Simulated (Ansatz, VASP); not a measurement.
One calculation of BiTe3As, two programs

```
Bi Te As
1.0
    10.39075   -2.10431   -0.05981
    10.39075    2.10431   -0.05981
    -0.88939    0.00000    7.29488
Bi Te As
2 6 2
Direct
  0.66402 0.66402 0.05450
  0.33598 0.33598 0.94550
  0.92862 0.92862 0.15620
  0.07138 0.07138 0.84380
  0.74453 0.74453 0.72698
  0.42657 0.42657 0.62770
  0.57343 0.57343 0.37230
  0.25547 0.25547 0.27302
  0.14091 0.14091 0.55887
  0.85909 0.85909 0.44113
```

Alike in both runs: task single point; functional r2SCAN; k mesh 6 × 6 × 4; no spin polarisation.

|  | VASP | Ansatz |
| --- | --- | --- |
| version | VASP 6.6.1 | Ansatz 0.2.0 |
| potentials or method | VASP PAW PBE potentials, release 64 (Bi_d, Te, As) | plane waves, PAW |
| plane-wave cutoff (eV) | 520 | 500 |
| occupations | gaussian, width 0.01 eV | fixed |
| valence electrons in the cell | 76 | 156 |

Ansatz gave:

* gap on the k mesh at the Fermi level (eV): 0.48
* pressure (GPa): 0.9
* rms of the force components (eV/Å): 0.014

Which values does VASP return?

gap on the k mesh at the Fermi level (eV): 0.47; pressure (GPa): 0.9; rms of the force components (eV/Å): 0.005.

VASP's potentials were made for PBE, not for r2SCAN. VASP's potentials hold 76 valence electrons a cell and Ansatz's 156, so a difference there can come from the potentials and not from the codes.

Spin-orbit coupling is off throughout.
